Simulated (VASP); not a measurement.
A run of VASP 6.6.1:

File INCAR:

```
  PREC = Accurate
  ENCUT = 520
  EDIFF = 1E-6
  ISMEAR = 0
  SIGMA = 0.1
  LREAL = False
  LASPH = True
  NELM = 100
  ALGO = Fast
  ISIF = 2
  LWAVE = False
  LCHARG = False
  GGA = PE
  NBANDS = 23
```

KPOINTS

```
regular mesh
0
Gamma
  4 4 6
```

Contents of POSCAR:

```
K2Ge
1.0
    6.0936133660      0.0000000000      0.0000000000
    0.0000000000      6.0936133660      0.0000000000
    0.0000000000      0.0000000000      3.5282210930
K Ge
2 1
Direct
    0.0000000000      0.5000000000      0.5000000000
    0.5000000000      0.0000000000      0.5000000000
    0.5000000000      0.5000000000      0.0000000000
```

Potentials or basis: VASP PAW PBE potentials, release 64 (K_sv, Ge_d).

Command:

```bash
$ cat potpaw_PBE.64/K_sv/POTCAR potpaw_PBE.64/Ge_d/POTCAR > POTCAR
$ mpirun -np 1 vasp_std > vasp.out
```

Hardware: 1 thread of Intel(R) Xeon(R) Platinum 8488C (Sapphire Rapids), on a shared host.

Problem. How long does it take, and how much memory?

Solution. Wall time 2.6 min on 1 thread of Intel(R) Xeon(R) Platinum 8488C (Sapphire Rapids), with other jobs on the host, peak memory 0.26 GiB. Counts: scf iterations 39, k points 24.
